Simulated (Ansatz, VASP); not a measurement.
**Two plane-wave programs on MnO2**

The input INCAR:

```
  PREC = Accurate
  ENCUT = 700
  EDIFF = 1E-6
  ISMEAR = -1
  SIGMA = 0.05
  LREAL = False
  LASPH = True
  NELM = 200
  ALGO = Normal
  ISIF = 2
  LWAVE = False
  LCHARG = True
  ISPIN = 2
  MAGMOM = 4 4 0 0 0 0
  LORBIT = 11
  LMAXMIX = 4
  LELF = True
  LVHAR = True
  NBANDS = 40
  GGA_COMPAT = False
```

Contents of KPOINTS:

```
Automatic mesh
0
Gamma
  11 11 3
```

File POSCAR:

```
MnO2
1.0
    2.8549554371      0.0000000000      0.0000000000
   -1.4274777185      2.4724639352      0.0000000000
    0.0000000000      0.0000000000     10.2217427273
Mn O
2 4
Direct
    0.0000000000      0.0000000000      0.5000000000
    0.0000000000      0.0000000000      0.0000000000
    0.6666666667      0.3333333333      0.4068564500
    0.6666666667      0.3333333333      0.0931435500
    0.3333333333      0.6666666667      0.5931435500
    0.3333333333      0.6666666667      0.9068564500
```

Contents of input.yaml:

```yaml
crystal:
  lattice:
    - [2.8549554371, 0.0, 0.0]
    - [-1.4274777185, 2.4724639352, 0.0]
    - [0.0, 0.0, 10.2217427273]
  atoms:
    - { symbol: Mn, position: [0.0, 0.0, 0.5], spin: 4.0 }
    - { symbol: Mn, position: [0.0, 0.0, 0.0], spin: 4.0 }
    - { symbol: O, position: [0.6666666667, 0.3333333333, 0.40685645] }
    - { symbol: O, position: [0.6666666667, 0.3333333333, 0.09314355] }
    - { symbol: O, position: [0.3333333333, 0.6666666667, 0.59314355] }
    - { symbol: O, position: [0.3333333333, 0.6666666667, 0.90685645] }
hamiltonian:
  xc: lda
  pseudopotentials: { kind: paw }
magnetization:
  spin_polarized: true
kpoints:
  mp_grid: { grid: [11, 11, 3] }
  band_path:
    path:
      - [[0.0, 0.0, 0.0], [0.5, 0.0, 0.0], [0.3333333333, 0.3333333333, 0.0], [0.0, 0.0, 0.0], [0.0, 0.0, 0.5], [0.5, 0.0, 0.5], [0.3333333333, 0.3333333333, 0.5], [0.0, 0.0, 0.5]]
      - [[0.5, 0.0, 0.5], [0.5, 0.0, 0.0]]
      - [[0.3333333333, 0.3333333333, 0.0], [0.3333333333, 0.3333333333, 0.5]]
    npoints: 14
scf:
  occupations: { method: fermi_dirac, width: 0.05 }
  n_extra_bands: 15
output:
  forces: true
  stress: true
  eigenvalues: true
  fatbands: true
  write_density: true
  write_potential: true
  elf: true
  volumetric_format: npy
```

Alike in both runs: functional LDA; k mesh 11 × 11 × 3; occupations fermi-dirac, width 0.05 eV; collinear spin.

|  | VASP | Ansatz |
| --- | --- | --- |
| version | VASP 6.6.1 | Ansatz 0.2.0 |
| potentials or method | VASP PAW LDA potentials, release 64 (Mn_sv, O) | Ansatz PAW |
| plane-wave cutoff (eV) | 700 | 420 |
| valence electrons in the cell | 54 | 54 |
| task | single point | band structure |

Ansatz gave:

- gap on the k mesh at the Fermi level (eV): 0.51
- least direct gap on the mesh (eV): 0.54
- pressure (GPa): -8.2
- traceless stress, the component that is largest in VASP (GPa): 2.36
- rms of the force components (eV/Å): 0.289
- net moment per atom (μB): 1.00
- size of the moment on the site where the two differ most (μB): 2.47

Problem. Which values does VASP return?

Solution. gap on the k mesh at the Fermi level (eV): 0.39; least direct gap on the mesh (eV): 0.42; pressure (GPa): -8.3; traceless stress, the component that is largest in VASP (GPa): 2.16; rms of the force components (eV/Å): 0.279; net moment per atom (μB): 1.00; size of the moment on the site where the two differ most (μB): 2.67.

LDA's correlation is that of Perdew and Zunger in VASP and of Perdew and Wang (1992) in Ansatz. Site moments also hang on the region over which each program counts them. Atom by atom the forces differ by 0.010 eV/Å (rms over components).
